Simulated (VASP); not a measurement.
# HC20 in VASP: further runs, part 2 of 2

VASP 6.6.1.

### Step 4. Single point, PBE+D3(BJ)

INCAR

```
PREC = Accurate ; ENCUT = 520
EDIFF = 1E-7 ; ISMEAR = 0
SIGMA = 0.1 ; LREAL = Auto
LASPH = T ; NELM = 100
ALGO = Normal ; ISIF = 2
LWAVE = F ; LCHARG = F
LDIPOL = T ; IDIPOL = 3
DIPOL = 0.5 0.5 0.303 ; GGA = PE
IVDW = 12 ; NBANDS = 56
```

KPOINTS

```
regular mesh
0
Gamma
  6 4 1
```

POSCAR

```
HC20
1.0
    4.9292027291      0.0000000000      0.0000000000
    0.0000000000      6.8054113579      0.0000000000
    0.0000000000      0.0000000000     22.2346643469
C H
20 1
Direct
    0.3122885183      0.2500141188      0.1798992752
    0.8122885183      0.2500141188      0.1798992752
    0.0622635010      0.2500141188      0.2119095571
    0.5622635010      0.2500141188      0.2119095571
    0.1871989222      0.7499858812      0.2279080302
    0.6871989222      0.7499858812      0.2279080302
    0.4371739048      0.7499858812      0.2599183120
    0.9371739048      0.7499858812      0.2599183120
    0.0621093260      0.2500141188      0.2759167852
    0.5621093260      0.2500141188      0.2759167852
    0.3120409925      0.2500133946      0.3071026518
    0.8120409925      0.2500133946      0.3071026518
    0.4371093881      0.7499905632      0.3309339292
    0.9371093881      0.7499905632      0.3309339292
    0.1866551682      0.7499900467      0.3565506911
    0.6866551682      0.7499900467      0.3565506911
    0.3119519864      0.2500147752      0.3740490919
    0.8119519864      0.2500147752      0.3740490919
    0.0621664184      0.2500173699      0.4018349100
    0.5621664184      0.2500173699      0.4018349100
    0.0621664184      0.2500173699      0.5142719570
```

Potentials or basis: VASP PAW PBE potentials, release 64 (C, H).

Command:

```sh
$ cat potpaw_PBE.64/C/POTCAR potpaw_PBE.64/H/POTCAR > POTCAR
$ mpirun -np 1 vasp_std > vasp.out
```

OUTCAR:

```text
PREC = Accurate
   ENCUT = 520
   EDIFF = 1E-7
   ISMEAR = 0
   LREAL = Auto
   LASPH = T
   NELM = 100
   ISIF = 2
   GGA = PE
   IVDW = 12
 IVDW          = 12

 ion  position               nearest neighbor table
   1  0.312  0.250  0.180-   4 1.42   3 1.42
   2  0.812  0.250  0.180-   3 1.42   4 1.42
   3  0.062  0.250  0.212-   2 1.42   9 1.42   1 1.42
   4  0.562  0.250  0.212-   1 1.42  10 1.42   2 1.42
   5  0.187  0.750  0.228-   7 1.42   8 1.42
   6  0.687  0.750  0.228-   8 1.42   7 1.42
   7  0.437  0.750  0.260-   5 1.42   6 1.42  13 1.58
   8  0.937  0.750  0.260-   6 1.42   5 1.42  14 1.58
   9  0.062  0.250  0.276-  11 1.41  12 1.41   3 1.42
  10  0.562  0.250  0.276-  12 1.41  11 1.41   4 1.42
  11  0.312  0.250  0.307-   9 1.41  10 1.41  17 1.49
  12  0.812  0.250  0.307-  10 1.41   9 1.41  18 1.49
  13  0.437  0.750  0.331-  16 1.36  15 1.36   7 1.58
  14  0.937  0.750  0.331-  15 1.36  16 1.36   8 1.58
  15  0.187  0.750  0.357-  14 1.36  13 1.36
  16  0.687  0.750  0.357-  13 1.36  14 1.36
  17  0.312  0.250  0.374-  19 1.38  20 1.38  11 1.49
  18  0.812  0.250  0.374-  20 1.38  19 1.38  12 1.49
  19  0.062  0.250  0.402-  17 1.38  18 1.38
  20  0.562  0.250  0.402-  18 1.38  17 1.38
[... 233 lines left out ...]
      6     -18.3658      2.00000
[... 759 lines left out ...]
     51       1.8252      0.00000
     52       2.9889      0.00000
 [bands above 52 left out]

------------------------ aborting loop because EDIFF is reached ----------------------------------------

 vacuum level on the upper side and lower side of the slab       (xc-potential included)        -0.369         0.281

 Edisp (eV)   -2.17962

 E8    (eV) :    -0.6511

  FORCE on cell =-STRESS in cart. coord.  units (eV):
  Direction    XX          YY          ZZ          XY          YZ          ZX
  --------------------------------------------------------------------------------------
  -------------------------------------------------------------------------------------
  Total       0.04261    -0.34894    -9.17112    -0.00057     0.00084    -0.07437
  in kB       0.09152    -0.74955   -19.70023    -0.00123     0.00181    -0.15975
  external pressure =       -6.79 kB  Pullay stress =        0.00 kB

 VOLUME and BASIS-vectors are now :
 -----------------------------------------------------------------------------
  energy-cutoff  :      520.00
  volume of cell :      745.87
      direct lattice vectors                 reciprocal lattice vectors
     4.929202729  0.000000000  0.000000000     0.202872565  0.000000000  0.000000000
     0.000000000  6.805411358  0.000000000     0.000000000  0.146941889  0.000000000
     0.000000000  0.000000000 22.234664347     0.000000000  0.000000000  0.044974819

 POSITION                                       TOTAL-FORCE (eV/Angst)
 -----------------------------------------------------------------------------------
      1.53933      1.70145      4.00000         0.120839      0.000171      2.083157
      4.00393      1.70145      4.00000        -0.211830      0.000170      2.084203
      0.30691      1.70145      4.71174         0.041604      0.000117     -3.830763
      2.77151      1.70145      4.71174         0.039969      0.000121     -3.059533
      0.92274      5.10396      5.06746         0.073225     -0.000204      3.205159
      3.38734      5.10396      5.06746         0.080912     -0.000203      3.210344
[... 13 lines left out ...]
      2.77103      1.70147      8.93466        -0.008733     -0.000435      0.520393
      0.30643      1.70147     11.43466         0.000819      0.000000     -2.072529
 -----------------------------------------------------------------------------------
    total drift:                               -0.020754      0.000024      0.008618

  FREE ENERGIE OF THE ION-ELECTRON SYSTEM (eV)
  ---------------------------------------------------
  free  energy   TOTEN  =      -163.8223319940 eV

  energy  without entropy=     -163.7290879085  energy(sigma->0) =     -163.77570995

 vacuum level on the upper side and lower side of the slab         2.131         2.806
```

Run time: 41 min. Hardware: 1 thread of Intel Xeon Platinum 8259CL at 2.50GHz (Skylake/Cascade Lake), shared host; peak memory 0.9 GiB.

What came out:

| Item | Value |
| --- | --- |
| Free energy | -163.8223 eV |
| Largest force | 3.831 eV/Å |
| Band gap on the k mesh | zero (an odd number of electrons rules out a gap without spin polarisation) |
| Dispersion energy per atom | -0.104 eV |

Forces on the atoms (eV/Å):
```
C    0.121  0.000  2.083
C   -0.212  0.000  2.084
C    0.042  0.000 -3.831
C    0.040  0.000 -3.060
C    0.073  0.000  3.205
C    0.081  0.000  3.210
C   -0.086  0.000 -3.202
C   -0.072  0.000 -3.205
C    0.007  0.000  1.345
C    0.007  0.000  1.119
C    0.021  0.000  0.386
C   -0.027  0.000  0.382
C    0.009  0.000  0.015
C    0.018  0.000  0.027
C   -0.018  0.000 -0.008
C   -0.019  0.000  0.014
C    0.378  0.000 -0.530
C   -0.339  0.000 -0.526
C   -0.017  0.000  2.043
C   -0.009  0.000  0.520
H    0.001  0.000 -2.073
```

Caveat: an odd number of electrons without spin polarisation forces a metal; a magnetic or distorted state may lie lower.

### Step 5. Single point, PBE+D3(BJ)

INCAR

```
SYSTEM = HC20
  PREC = Accurate
  ENCUT = 520
  EDIFF = 1E-6
  ISMEAR = 0
  SIGMA = 0.1
  LREAL = Auto
  LASPH = .TRUE.
  NELM = 60
  ALGO = Fast
  ISIF = 2
  LWAVE = .FALSE.
  LCHARG = .FALSE.
  LDIPOL = .TRUE.
  IDIPOL = 3
  DIPOL = 0.5 0.5 0.303
  GGA = PE
  IVDW = 12
  NBANDS = 56
```

KPOINTS

```
regular mesh
0
G
  6 4 1
  0 0 0
```

POSCAR: that of step 4 with these lines changed.

```diff
@@ -28,2 +28,2 @@
     0.5621664184      0.2500173699      0.4018349100
-    0.0621664184      0.2500173699      0.5142719570
+    0.1454997517      0.2500173699      0.5142719570
```

Potentials or basis: VASP PAW PBE potentials, release 64 (C, H).

Command:

```sh
$ cat potpaw_PBE.64/C/POTCAR potpaw_PBE.64/H/POTCAR > POTCAR
$ mpirun -np 1 vasp_std > vasp.out
```

OUTCAR:

```text
SYSTEM = HC20
   PREC = Accurate
   ENCUT = 520
   EDIFF = 1E-6
   ISMEAR = 0
   LREAL = Auto
   LASPH = .TRUE.
   NELM = 60
   ISIF = 2
   GGA = PE
   IVDW = 12
 IVDW          = 12

 ion  position               nearest neighbor table
   1  0.312  0.250  0.180-   4 1.42   3 1.42
   2  0.812  0.250  0.180-   3 1.42   4 1.42
   3  0.062  0.250  0.212-   2 1.42   9 1.42   1 1.42
   4  0.562  0.250  0.212-   1 1.42  10 1.42   2 1.42
   5  0.187  0.750  0.228-   7 1.42   8 1.42
   6  0.687  0.750  0.228-   8 1.42   7 1.42
   7  0.437  0.750  0.260-   5 1.42   6 1.42  13 1.58
   8  0.937  0.750  0.260-   6 1.42   5 1.42  14 1.58
   9  0.062  0.250  0.276-  11 1.41  12 1.41   3 1.42
  10  0.562  0.250  0.276-  12 1.41  11 1.41   4 1.42
  11  0.312  0.250  0.307-   9 1.41  10 1.41  17 1.49
  12  0.812  0.250  0.307-  10 1.41   9 1.41  18 1.49
  13  0.437  0.750  0.331-  16 1.36  15 1.36   7 1.58
  14  0.937  0.750  0.331-  15 1.36  16 1.36   8 1.58
  15  0.187  0.750  0.357-  14 1.36  13 1.36
  16  0.687  0.750  0.357-  13 1.36  14 1.36
  17  0.312  0.250  0.374-  19 1.38  20 1.38  11 1.49
  18  0.812  0.250  0.374-  20 1.38  19 1.38  12 1.49
  19  0.062  0.250  0.402-  17 1.38  18 1.38
  20  0.562  0.250  0.402-  18 1.38  17 1.38
  21  0.145  0.250  0.514-

  LATTYP: Found a simple orthorhombic cell.
 ALAT       =     4.9292027291
 B/A-ratio  =     1.3806312566
 C/A-ratio  =     4.5108033832

  Lattice vectors:

 A1 = (   4.9292027291,   0.0000000000,   0.0000000000)
 A2 = (   0.0000000000,   6.8054113579,   0.0000000000)
 A3 = (   0.0000000000,   0.0000000000,  22.2346643469)

Analysis of symmetry for initial positions (statically):
=====================================================================
 Subroutine PRICEL returns:
 Original cell was already a primitive cell.

 Routine SETGRP: Setting up the symmetry group for a
 simple orthorhombic supercell.

 Subroutine GETGRP returns: Found  1 space group operations
 (whereof  1 operations were pure point group operations)
 out of a pool of  8 trial point group operations.

The static configuration has the point symmetry C_1 .

Analysis of symmetry for dynamics (positions and initial velocities):
=====================================================================
 Subroutine PRICEL returns:
 Original cell was already a primitive cell.

 Routine SETGRP: Setting up the symmetry group for a
 simple orthorhombic supercell.

 Subroutine GETGRP returns: Found  1 space group operations
 (whereof  1 operations were pure point group operations)
 out of a pool of  8 trial point group operations.

The dynamic configuration has the point symmetry C_1 .

 Subroutine INISYM returns: Found  1 space group operations
 (whereof  1 operations are pure point group operations),
 and found     1 'primitive' translations

----------------------------------------------------------------------------------------

                                     Primitive cell

  volume of cell :     745.8674

  direct lattice vectors                    reciprocal lattice vectors
     4.929202729  0.000000000  0.000000000     0.202872565  0.000000000  0.000000000
[... 92 lines left out ...]
  0.166667  0.500000  0.000000      2.000000
  0.333333  0.500000  0.000000      2.000000
  0.500000  0.500000  0.000000      1.000000
   k-points           NKPTS =     14   k-points in BZ     NKDIM =     14   number of bands    NBANDS=     56
   number of dos      NEDOS =    301   number of ions     NIONS =     21
   total plane-waves  NPLWV = 362880
   dimension x,y,z NGX =    40 NGY =   54 NGZ =  168
   dimension x,y,z NGXF=    80 NGYF=  108 NGZF=  336
   ions per type =              20   1
   NGX,Y,Z   is equivalent  to a cutoff of  13.49, 13.19, 12.56 a.u.
   NGXF,Y,Z  is equivalent  to a cutoff of  26.98, 26.38, 25.12 a.u.
 SYSTEM =  HC20
   PREC   = accura    normal or accurate (medium, high low for compatibility)
   ISTART =      0    job   : 0-new  1-cont  2-samecut
   ICHARG =      2    charge: 1-file 2-atom 10-const
   ISPIN  =      1    spin polarized calculation?
   LNONCOLLINEAR =      F non collinear calculations
   LSORBIT =      F    spin-orbit coupling
   LASPH  =      T    aspherical Exc in radial PAW
   ENCUT  =  520.0 eV  38.22 Ry    6.18 a.u.   9.17 12.65 41.34*2*pi/ulx,y,z
   NELM   =     60;   NELMIN=  2; NELMDL= -5     # of ELM steps
   EDIFF  = 0.1E-05   stopping-criterion for ELM
   LREAL  =      T    real-space projection
   EDIFFG = 0.1E-04   stopping-criterion for IOM
   NSW    =      0    number of steps for IOM
[... 5 lines left out ...]
   TEBEG  =    0.0;   TEEND  =   0.0 temperature during run
   PSTRESS=    0.0 pullay stress
   NELECT =      81.0000    total number of electrons
   NUPDOWN=      -1.0000    fix difference up-down
   EMIN   =  10.00;   EMAX   =-10.00  energy-range for DOS
   EFERMI =   0.00;   METHOD = LEGACY
   ISMEAR =     0;   SIGMA  =   0.10  broadening in eV -4-tet -1-fermi 0-gaus
   EFERMI_NEDOS =   21; number of points for ismear=-14 and -15
   IALGO  =     68    algorithm
   IMIX   =      4    mixing-type and parameters
     AMIX     =   0.40;   BMIX     =  1.00
     AMIX_MAG =   1.60;   BMIX_MAG =  1.00
  volume/ion in A,a.u.               =      35.52       239.68
  Fermi-wavevector in a.u.,A,eV,Ry     =   0.781057  1.475983  8.300231  0.610050
  Thomas-Fermi vector in A             =   1.884496
   LORBIT       =      0    0 simple, 1 ext, 2 COOP (PROOUT), +10 PAW based schemes
   GGA     = PE    functional components
   LHFCALC =     F    Hartree Fock is set to
   AEXX    =    0.0000 exact exchange contribution
   IVDW    =    12    specifies the selected vdW correction
   LEPSILON=     F    determine dielectric tensor
   LRPA    =     F    only Hartree local field effects (RPA)
 non-spin polarized calculation
 RMM-DIIS sequential band-by-band and
 Gauss-broadening in eV      SIGMA  =   0.10
  energy-cutoff  :      520.00
  volume of cell :      745.87
 maximum number of plane-waves:     20120
 NGX is ok and might be reduce to    40
   NGX = 19   NGY = 25   NGZ = 83

 dipolmoment           0.000000      0.000000      0.320404 electrons x Angstroem

 number of electron      81.0000009 magnetization

 dipolmoment           0.000000      0.000000     -0.109859 electrons x Angstroem

 Free energy of the ion-electron system (eV)
  ---------------------------------------------------
  ext. energy  EPLUGINS =         0.00000000
  ---------------------------------------------------
  free energy    TOTEN  =      -161.57883075 eV

  energy without entropy =     -161.48516884  energy(sigma->0) =     -161.53199980

 E-fermi :  -3.8356     XC(G=0):  -3.4350

 val. band max:       -3.8522633319   @ k =   0.3333   0.0000   0.0000
 cond. band min:      -3.8234074259   @ k =   0.1667  -0.2500   0.0000
 fundamental gap:      0.0288559060
 Fermi energy:        -3.8355896729

 k-point     1 :       0.0000    0.0000    0.0000
  band No.  band energies     occupation
      1     -22.5586      2.00000
      2     -21.5010      2.00000
      3     -20.8774      2.00000
      4     -18.9017      2.00000
      5     -18.5143      2.00000
      6     -18.3823      2.00000
[... 759 lines left out ...]
     51       1.8099      0.00000
     52       2.9668      0.00000
 [bands above 52 left out]

------------------------ aborting loop because EDIFF is reached ----------------------------------------

 vacuum level on the upper side and lower side of the slab       (xc-potential included)        -0.365         0.192

 Edisp (eV)   -2.17966

 E8    (eV) :    -0.6512

  FORCE on cell =-STRESS in cart. coord.  units (eV):
  Direction    XX          YY          ZZ          XY          YZ          ZX
  --------------------------------------------------------------------------------------
  -------------------------------------------------------------------------------------
  Total      -0.08066    -0.33301    -8.82980    -0.00056     0.00083    -0.83505
  in kB      -0.17327    -0.71533   -18.96705    -0.00121     0.00179    -1.79375
  external pressure =       -6.62 kB  Pullay stress =        0.00 kB

 VOLUME and BASIS-vectors are now :
 -----------------------------------------------------------------------------
  energy-cutoff  :      520.00
  volume of cell :      745.87
      direct lattice vectors                 reciprocal lattice vectors
     4.929202729  0.000000000  0.000000000     0.202872565  0.000000000  0.000000000
     0.000000000  6.805411358  0.000000000     0.000000000  0.146941889  0.000000000
     0.000000000  0.000000000 22.234664347     0.000000000  0.000000000  0.044974819

 POSITION                                       TOTAL-FORCE (eV/Angst)
 -----------------------------------------------------------------------------------
      1.53933      1.70145      4.00000         0.112677      0.000171      2.129590
      4.00393      1.70145      4.00000        -0.198334      0.000172      2.064282
      0.30691      1.70145      4.71174         0.036619      0.000118     -3.814297
      2.77151      1.70145      4.71174         0.043137      0.000122     -3.097358
      0.92274      5.10396      5.06746         0.071168     -0.000204      3.203414
      3.38734      5.10396      5.06746         0.077219     -0.000203      3.209309
[... 13 lines left out ...]
      2.77103      1.70147      8.93466        -0.059235     -0.000438      0.533422
      0.71720      1.70147     11.43466        -0.286922      0.000004     -1.936967
 -----------------------------------------------------------------------------------
    total drift:                               -0.020718      0.000022      0.007737

  FREE ENERGIE OF THE ION-ELECTRON SYSTEM (eV)
  ---------------------------------------------------
  free  energy   TOTEN  =      -163.7584955050 eV

  energy  without entropy=     -163.6648335883  energy(sigma->0) =     -163.71166455

 vacuum level on the upper side and lower side of the slab         2.175         2.740
```

Run time: 32 min. Hardware: 1 thread of Oxide Virtual Turin-like, shared host; peak memory 0.87 GiB.

Results:

```yaml
Free_energy: -163.7585 eV
Largest_force: 3.814 eV/Å
Band_gap_on_the_k_mesh: zero (an odd number of electrons rules out a gap without spin polarisation)
Dispersion_energy_per_atom: -0.104 eV
```

Forces in eV/Å, atoms in the order of the input:
```
C    0.113  0.000  2.130
C   -0.198  0.000  2.064
C    0.037  0.000 -3.814
C    0.043  0.000 -3.097
C    0.071  0.000  3.203
C    0.077  0.000  3.209
C   -0.084  0.000 -3.201
C   -0.067  0.000 -3.203
C    0.014  0.000  1.332
C   -0.009  0.000  1.112
C    0.052  0.000  0.452
C   -0.021  0.000  0.338
C    0.007  0.000  0.020
C    0.017  0.000  0.026
C   -0.015  0.000 -0.013
C   -0.015  0.000  0.012
C    0.319  0.000 -0.623
C   -0.327  0.000 -0.489
C    0.333  0.000  1.946
C   -0.059  0.000  0.533
H   -0.287  0.000 -1.937
```

Caveat: an odd number of electrons without spin polarisation forces a metal; a magnetic or distorted state may lie lower.

### Step 6. Single point, PBE+D3(BJ)

INCAR

```
PREC = Accurate
ENCUT = 520
EDIFF = 1E-6
ISMEAR = 0
SIGMA = 0.1
LREAL = Auto
LASPH = True
NELM = 100
ALGO = Fast
ISIF = 2
LWAVE = False
LCHARG = True
LDIPOL = True
IDIPOL = 3
DIPOL = 0.5 0.5 0.303
GGA = PE
IVDW = 12
LELF = True
LVHAR = True
LVACPOTAV = True
NBANDS = 56
```

KPOINTS

```
Automatic mesh
0
Gamma
  6 4 1
```

POSCAR: that of step 5 with these lines changed.

```diff
@@ -28,2 +28,2 @@
     0.5621664184      0.2500173699      0.4018349100
-    0.1454997517      0.2500173699      0.5142719570
+    0.0621664184      0.7500173699      0.5142719570
```

Potentials or basis: VASP PAW PBE potentials, release 64 (C, H).

Command:

```sh
$ cat potpaw_PBE.64/C/POTCAR potpaw_PBE.64/H/POTCAR > POTCAR
$ mpirun -np 1 vasp_std > vasp.out
```

Wall time 36 min (1 thread of Oxide Virtual Turin-like, shared host); peak memory 0.87 GiB.

The run converged. Its results:

* Free energy: -162.5655 eV
* Largest force: 3.420 eV/Å
* Band gap on the k mesh: zero (an odd number of electrons rules out a gap without spin polarisation)
* Dispersion energy per atom: -0.103 eV

Forces on the atoms (eV/Å):
```
C   -0.034  0.000  1.861
C   -0.063  0.000  1.859
C    0.046  0.000 -3.420
C    0.041  0.000 -3.367
C    0.079  0.000  3.236
C    0.043  0.000  3.150
C    0.021  0.000 -3.219
C   -0.147  0.000 -3.124
C    0.001  0.000  1.475
C    0.004  0.000  1.468
C   -0.001  0.000  0.043
C    0.001  0.000  0.042
C    0.075  0.000  0.072
C   -0.068  0.000 -0.035
C   -0.031  0.000  0.250
C   -0.006  0.000 -0.094
C    0.013  0.000 -0.008
C   -0.006  0.000 -0.011
C   -0.001  0.000  0.072
C   -0.002  0.000  0.008
H    0.038  0.000 -0.260
```

Levels at points of the mesh, in eV from the Fermi level:
```
           k point  band 38  band 39  band 40  band 41  band 42  band 43
(0.00, 0.00, 0.00)    -0.32    -0.29    -0.06     0.17     0.21     0.64
(0.50, 0.00, 0.00)    -0.79    -0.14    -0.06     0.02     0.07     0.16
(0.00, 0.50, 0.00)    -0.30    -0.29    -0.07     0.12     0.25     0.65
(0.50, 0.50, 0.00)    -0.73    -0.05    -0.04     0.04     0.06     0.06
```

Caveat: an odd number of electrons without spin polarisation forces a metal; a magnetic or distorted state may lie lower.

### Step 7. Summary

```tsv
cell	gap on the mesh (eV)	largest force (eV/Å)
as given, atomic positions A	none	3.39
as given, atomic positions B	none	3.42
as given, atomic positions C	none	3.83
as given, atomic positions D	none	3.81
as given, atomic positions E	none	3.42
```

Alike in all rows: task single point; level PBE+D3(BJ); potentials or basis VASP PAW PBE potentials, release 64 (C, H); no spin polarisation; k mesh 6 × 4 × 1; cutoff (eV) 520; smearing gaussian 0.1 eV.

Caveats: an odd number of electrons without spin polarisation forces a metal; a magnetic or distorted state may lie lower.

Total energies depend on the potentials used, so only differences within one code and one set of settings carry meaning.

The gap in the log of VASP goes by the Fermi energy; the results here count the filled bands.